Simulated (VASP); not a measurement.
Ag: single point with r2SCAN

The system is Ag.

```xyz
1
Lattice="0.0000 2.1058 2.1058 2.1058 0.0000 2.1058 2.1058 2.1058 0.0000" Properties=species:S:1:pos:R:3 pbc="T T T"
Ag    0.0000    0.0000    0.0000
```

```json
{"Program": "VASP 6.6.1", "Task": "single point", "Functional": "r2SCAN", "Potentials or basis": "VASP PAW PBE potentials, release 64 (Ag)", "Cutoff": "550 eV", "k mesh": "7 × 7 × 7, shifted", "Occupations": "methfessel-paxton, width 0.0293 eV", "Spin": "no spin polarisation"}
```

* Pressure: -6.5 GPa
* Band gap on the k mesh: zero (an odd number of electrons rules out a gap without spin polarisation)

Levels at points of the mesh, in eV from the Fermi level:
| k point | band 3 | band 4 | band 5 | band 6 | band 7 | band 8 |
| --- | --- | --- | --- | --- | --- | --- |
| (0.50, 0.50, 0.50) | -4.79 | -3.19 | -3.19 | -0.02 | 3.27 | 15.69 |
| (0.50, 0.00, 0.00) | -4.79 | -3.19 | -3.19 | -0.02 | 3.27 | 15.69 |
| (0.00, 0.00, 0.50) | -4.79 | -3.19 | -3.19 | -0.02 | 3.27 | 15.69 |
| (0.00, 0.50, 0.00) | -4.79 | -3.19 | -3.19 | -0.02 | 3.27 | 15.69 |

Wall time 9.1 min on 1 thread of AMD EPYC 7R43 64-Core Processor (Zen 3), with other jobs on the host, peak memory 0.25 GiB.

Caveat: the k points lie up to 0.37 Å⁻¹ apart, too coarse for converged energies and pressures of a metal; the PAW data sets were made with another functional, which shifts forces and pressure a little.
